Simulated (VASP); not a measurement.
Set up this calculation in VASP 6.6.1, as the native input.

| Quantity | Value |
| --- | --- |
| Task | single point |
| Functional | BLYP |
| Potentials or basis | VASP PAW PBE potentials, release 64 (K_sv) |
| Cutoff | 520 eV |
| k mesh | 6 × 6 × 6 |
| Occupations | fermi-dirac, width 0.1 eV |
| Spin | no spin polarisation |
| Dipole correction | no |
| Further INCAR settings | ALGO = Normal; EDIFF = 1e-06; NBANDS = 16 |

The structure of K lies in POSCAR:

```
K
1.0
    0.0000000000      5.0784803390      5.0784803390
    5.0784803390      0.0000000000      5.0784803390
    5.0784803390      5.0784803390      0.0000000000
K
2
Direct
    0.1250000000      0.1250000000      0.1250000000
    0.8750000000      0.8750000000      0.8750000000
```

This isn't the form of K at room conditions, which is bcc.

One way to write it, as run:

INCAR

```
SYSTEM = K
PREC = Accurate ; ENCUT = 520
EDIFF = 1E-6 ; ISMEAR = -1
SIGMA = 0.1 ; LREAL = .FALSE.
LASPH = .TRUE. ; NELM = 60
ALGO = Normal ; ISIF = 2
LWAVE = .FALSE. ; LCHARG = .TRUE.
GGA = B5 ; ALDAX = 1.0
AGGAX = 1.0 ; AGGAC = 1.0
ALDAC = 0.0 ; LELF = .TRUE.
LVHAR = .TRUE. ; NBANDS = 16
```

KPOINTS

```
regular mesh
0
G
  6 6 6
  0 0 0
```

Potentials or basis: VASP PAW PBE potentials, release 64 (K_sv).

The run is started by

```console
$ cat potpaw_PBE.64/K_sv/POTCAR > POTCAR
$ mpirun -np 1 vasp_std > vasp.out
```

Results of the run:

```json
{"Pressure": "0.0 GPa", "Band gap on the k mesh": "zero (bands 9 and 10 overlap by 0.06 eV)"}
```

Caveat: the PAW data sets were made with another functional, which shifts forces and pressure a little.

It took 66 s on 1 thread of Intel(R) Xeon(R) 6975P-C (Granite Rapids), on a shared host, peak memory 0.41 GiB.
